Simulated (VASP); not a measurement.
# CsRb2GaBr6 (Fm-3m) in VASP: further runs

CsRb2GaBr6 is run at these levels: LDA; tasks: single point.

Everything below comes from runs of VASP 6.6.1. Logs are shortened: lines on timing, memory, paths and dates and some standing lists are left out, and cuts for length are marked.

### Step 1. The cell of the first run

The structure is cubic, space group Fm-3m (No. 225). Conventional cell: a = 11.882 Å, b = 11.882 Å, c = 11.882 Å, α = 90.00°, β = 90.00°, γ = 90.00°. Cs (site symmetry m-3m) has 6 Br at 3.37 Å within 4.4 Å. Rb (site symmetry -43m) has 12 Br at 4.22 Å and 4 Cs at 5.15 Å and 4 Ga at 5.15 Å within 5.5 Å. Ga (site symmetry m-3m) has 6 Br at 2.57 Å within 3.4 Å. Br (site symmetry 4mm) has 1 Ga at 2.57 Å and 1 Cs at 3.37 Å within 3.4 Å.

### Step 2. Single point, LDA

File INCAR:

```
PREC = Accurate
ENCUT = 520
EDIFF = 1E-7
ISMEAR = 0
SIGMA = 0.01
LREAL = F
LASPH = T
NELM = 80
ALGO = Normal
ISIF = 2
LWAVE = F
LCHARG = F
NBANDS = 52
```

File KPOINTS:

```
regular mesh
0
Gamma
  3 3 3
```

File POSCAR:

```
CsRb2GaBr6
1.0
    0.0000000000      5.9412370000      5.9412370000
    5.9412370000      0.0000000000      5.9412370000
    5.9412370000      5.9412370000      0.0000000000
Cs Rb Ga Br
1 2 1 6
Direct
    0.5000000000      0.5000000000      0.5000000000
    0.7500000000      0.7500000000      0.7500000000
    0.2500000000      0.2500000000      0.2500000000
    0.0000000000      0.0000000000      0.0000000000
    0.7838530000      0.2161470000      0.2161470000
    0.2161470000      0.2161470000      0.7838530000
    0.2161470000      0.7838530000      0.7838530000
    0.2161470000      0.7838530000      0.2161470000
    0.7838530000      0.2161470000      0.7838530000
    0.7838530000      0.7838530000      0.2161470000
```

Potentials or basis: VASP PAW LDA potentials, release 64 (Cs_sv, Rb_sv, Ga_d, Br).

Run with:

```console
cat potpaw_LDA.64/Cs_sv/POTCAR potpaw_LDA.64/Rb_sv/POTCAR potpaw_LDA.64/Ga_d/POTCAR potpaw_LDA.64/Br/POTCAR > POTCAR
mpirun -np 1 vasp_std > vasp.out
```

OUTCAR:

```text
PREC = Accurate
   ENCUT = 520
   EDIFF = 1E-7
   ISMEAR = 0
   LREAL = F
   LASPH = T
   NELM = 80
   ISIF = 2

 ion  position               nearest neighbor table
   1  0.500  0.500  0.500-
   2  0.750  0.750  0.750-   7 4.22   9 4.22   5 4.22   8 4.22   5 4.22   9 4.22   7 4.22   8 4.22
                            10 4.22   6 4.22  10 4.22   6 4.22
   3  0.250  0.250  0.250-   5 4.22   9 4.22   7 4.22   8 4.22   7 4.22   9 4.22   5 4.22   8 4.22
                            10 4.22   6 4.22   6 4.22  10 4.22
   4  0.000  0.000  0.000-   5 2.57   6 2.57   7 2.57   8 2.57   9 2.57  10 2.57
   5  0.784  0.216  0.216-   4 2.57   2 4.22   3 4.22   2 4.22   3 4.22
   6  0.216  0.216  0.784-   4 2.57   2 4.22   3 4.22   2 4.22   3 4.22
   7  0.216  0.784  0.784-   4 2.57   2 4.22   2 4.22   3 4.22   3 4.22
   8  0.216  0.784  0.216-   4 2.57   2 4.22   3 4.22   2 4.22   3 4.22
   9  0.784  0.216  0.784-   4 2.57   2 4.22   2 4.22   3 4.22   3 4.22
  10  0.784  0.784  0.216-   4 2.57   2 4.22   2 4.22   3 4.22   3 4.22

  LATTYP: Found a face centered cubic cell.
 ALAT       =    11.8824740000

  Lattice vectors:

 A1 = (   0.0000000000,   5.9412370000,   5.9412370000)
 A2 = (   5.9412370000,   0.0000000000,   5.9412370000)
 A3 = (   5.9412370000,   5.9412370000,   0.0000000000)

Analysis of symmetry for initial positions (statically):
=====================================================================
 Subroutine PRICEL returns:
 Original cell was already a primitive cell.

 Routine SETGRP: Setting up the symmetry group for a
 face centered cubic supercell.

 Subroutine GETGRP returns: Found 48 space group operations
 (whereof 48 operations were pure point group operations)
 out of a pool of 48 trial point group operations.

The static configuration has the point symmetry O_h .

Analysis of symmetry for dynamics (positions and initial velocities):
=====================================================================
 Subroutine PRICEL returns:
 Original cell was already a primitive cell.

 Routine SETGRP: Setting up the symmetry group for a
 face centered cubic supercell.

 Subroutine GETGRP returns: Found 48 space group operations
 (whereof 48 operations were pure point group operations)
 out of a pool of 48 trial point group operations.

The dynamic configuration has the point symmetry O_h .

 Subroutine INISYM returns: Found 48 space group operations
 (whereof 48 operations are pure point group operations),
 and found     1 'primitive' translations
[... 98 lines left out ...]
   POTIM  = 0.5000    time-step for ionic-motion
   TEBEG  =    0.0;   TEEND  =   0.0 temperature during run
   PSTRESS=    0.0 pullay stress
   NELECT =      82.0000    total number of electrons
   NUPDOWN=      -1.0000    fix difference up-down
   EMIN   =  10.00;   EMAX   =-10.00  energy-range for DOS
   EFERMI =   0.00;   METHOD = LEGACY
   ISMEAR =     0;   SIGMA  =   0.01  broadening in eV -4-tet -1-fermi 0-gaus
   EFERMI_NEDOS =   21; number of points for ismear=-14 and -15
   IALGO  =     38    algorithm
   IMIX   =      4    mixing-type and parameters
     AMIX     =   0.40;   BMIX     =  1.00
     AMIX_MAG =   1.60;   BMIX_MAG =  1.00
  volume/ion in A,a.u.               =      41.94       283.05
  Fermi-wavevector in a.u.,A,eV,Ry     =   0.950151  1.795525 12.283159  0.902787
  Thomas-Fermi vector in A             =   2.078501
   LORBIT       =      0    0 simple, 1 ext, 2 COOP (PROOUT), +10 PAW based schemes
   GGA     = CA    functional components
   LHFCALC =     F    Hartree Fock is set to
   AEXX    =    0.0000 exact exchange contribution
   IVDW    =     0    specifies the selected vdW correction
   LEPSILON=     F    determine dielectric tensor
   LRPA    =     F    only Hartree local field effects (RPA)
 non-spin polarized calculation
 Gauss-broadening in eV      SIGMA  =   0.01
  energy-cutoff  :      520.00
  volume of cell :      419.43
 maximum number of plane-waves:     11311
 NGX is ok and might be reduce to    64
   NGX = 31   NGY = 31   NGZ = 31

 number of electron      82.0000013 magnetization

 Free energy of the ion-electron system (eV)
  ---------------------------------------------------
  ext. energy  EPLUGINS =         0.00000000
  ---------------------------------------------------
  free energy    TOTEN  =       -32.04681736 eV

  energy without entropy =      -32.04681736  energy(sigma->0) =      -32.04681736

 E-fermi :  -1.1915     XC(G=0):  -7.5239

 val. band max:       -1.2940152451   @ k =   0.0000   0.0000   0.0000
 cond. band min:       0.8426586123   @ k =   0.0000   0.0000   0.0000
 fundamental gap:      2.1366738575
 Fermi energy:        -1.1914950082

 k-point     1 :       0.0000    0.0000    0.0000
  band No.  band energies     occupation
      1     -26.9810      2.00000
      2     -26.9807      2.00000
      3     -21.0299      2.00000
      4     -15.4787      2.00000
      5     -15.4787      2.00000
      6     -15.2441      2.00000
[... 209 lines left out ...]
     51       5.1899      0.00000
     52       5.4893      0.00000

------------------------ aborting loop because EDIFF is reached ----------------------------------------

  FORCE on cell =-STRESS in cart. coord.  units (eV):
  Direction    XX          YY          ZZ          XY          YZ          ZX
  --------------------------------------------------------------------------------------
  -------------------------------------------------------------------------------------
  Total       -5.2881003     -5.2881003     -5.2881003     -0.0000000      0.0000000      0.0000000
  in kB      -20.1999195    -20.1999195    -20.1999195     -0.0000000      0.0000000      0.0000000
  external PRESSURE =     -20.1999195 kB  Pullay stress =       0.0000000 kB

 VOLUME and BASIS-vectors are now :
 -----------------------------------------------------------------------------
  energy-cutoff  :      520.00
  volume of cell :      419.43
      direct lattice vectors                 reciprocal lattice vectors
     0.000000000  5.941237000  5.941237000    -0.084157558  0.084157558  0.084157558
     5.941237000  0.000000000  5.941237000     0.084157558 -0.084157558  0.084157558
     5.941237000  5.941237000  0.000000000     0.084157558  0.084157558 -0.084157558

 POSITION                                       TOTAL-FORCE (eV/Angst)
 -----------------------------------------------------------------------------------
      5.94124      5.94124      5.94124        -0.000000      0.000000      0.000000
      8.91186      8.91186      8.91186        -0.000000      0.000000      0.000000
      2.97062      2.97062      2.97062        -0.000000      0.000000      0.000000
      0.00000      0.00000      0.00000        -0.000000      0.000000      0.000000
      2.56836      5.94124      5.94124        -0.237722      0.000000      0.000000
      5.94124      5.94124      2.56836        -0.000000      0.000000     -0.237722
      9.31411      5.94124      5.94124         0.237722      0.000000      0.000000
      5.94124      2.56836      5.94124        -0.000000     -0.237722      0.000000
      5.94124      9.31411      5.94124        -0.000000      0.237722      0.000000
      5.94124      5.94124      9.31411        -0.000000      0.000000      0.237722
 -----------------------------------------------------------------------------------
    total drift:                               -0.000000     -0.000000      0.000000

  FREE ENERGIE OF THE ION-ELECTRON SYSTEM (eV)
  ---------------------------------------------------
  free  energy   TOTEN  =       -32.0468173634 eV

  energy  without entropy=      -32.0468173634  energy(sigma->0) =      -32.04681736
```

Wall time 2.9 min (1 thread of Intel Xeon 6975P-C, shared host); peak memory 0.48 GiB.

What came out:

* Free energy: -32.0468 eV
* Pressure: -2.0 GPa
* Largest force: 0.238 eV/Å
* Band gap on the k mesh: 2.14 eV, direct

Forces in eV/Å, atoms in the order of the input:
```
Cs   0.000  0.000  0.000
Rb   0.000  0.000  0.000
Rb   0.000  0.000  0.000
Ga   0.000  0.000  0.000
Br  -0.238  0.000  0.000
Br   0.000  0.000 -0.238
Br   0.238  0.000  0.000
Br   0.000 -0.238  0.000
Br   0.000  0.238  0.000
Br   0.000  0.000  0.238
```

Levels at points of the mesh, in eV from the valence-band top:
| k point | band 39 | band 40 | band 41 | band 42 | band 43 | band 44 |
| --- | --- | --- | --- | --- | --- | --- |
| (0.00, 0.00, 0.00) | 0.00 | 0.00 | 0.00 | 2.14 | 3.65 | 4.90 |

Caveat: spin-orbit coupling is left out, which moves the levels of the heavy elements. Expect the measured gap to be larger: semilocal functionals such as LDA lack the derivative discontinuity.

### Step 3. Single point, LDA

File INCAR:

```
SYSTEM = CsRb2GaBr6
ALGO     = Normal         ! electronic algorithm
EDIFF    = 1E-6           ! SCF threshold, eV
ENCUT    = 520            ! plane-wave cutoff, eV
ISIF     = 2              ! what is computed and relaxed
ISMEAR   = 0              ! smearing method
LASPH    = .True.         ! aspherical terms in the spheres
LCHARG   = .False.        ! write CHGCAR
LREAL    = .False.        ! projectors in reciprocal space
LWAVE    = .False.        ! write WAVECAR
NBANDS   = 52             ! bands
NELM     = 100            ! most SCF steps
PREC     = Accurate       ! precision mode
SIGMA    = 0.01           ! smearing width, eV
```

File KPOINTS:

```
k-points
0
Gamma
  3 3 3
  0 0 0
```

POSCAR is that of step 2.

Potentials or basis: VASP PAW LDA potentials, release 64 (Cs_sv, Rb_sv, Ga_d, Br).

Run with:

```console
cat potpaw_LDA.64/Cs_sv/POTCAR potpaw_LDA.64/Rb_sv/POTCAR potpaw_LDA.64/Ga_d/POTCAR potpaw_LDA.64/Br/POTCAR > POTCAR
mpirun -np 1 vasp_std > vasp.out
```

It took 2.7 min on 1 thread of Intel Xeon 6975P-C, shared host; peak memory 0.48 GiB.

Results (log left out):

```
Free energy            : -32.0468 eV
Pressure               : -2.0 GPa
Largest force          : 0.237 eV/Å
Band gap on the k mesh : 2.14 eV, direct
```

Forces in eV/Å, atoms in the order of the input:
```
Cs   0.000  0.000  0.000
Rb   0.000  0.000  0.000
Rb   0.000  0.000  0.000
Ga   0.000  0.000  0.000
Br  -0.237  0.000  0.000
Br   0.000  0.000 -0.237
Br   0.237  0.000  0.000
Br   0.000 -0.237  0.000
Br   0.000  0.237  0.000
Br   0.000  0.000  0.237
```

Levels at points of the mesh, in eV from the valence-band top:
| k point | band 38 | band 39 | band 40 | band 41 | band 42 | band 43 | band 44 | band 45 |
| --- | --- | --- | --- | --- | --- | --- | --- | --- |
| (0.00, 0.00, 0.00) | -0.49 | 0.00 | 0.00 | 0.00 | 2.14 | 3.65 | 4.90 | 5.60 |

Caveat: spin-orbit coupling is left out, which moves the levels of the heavy elements. A k mesh can miss the band edges.
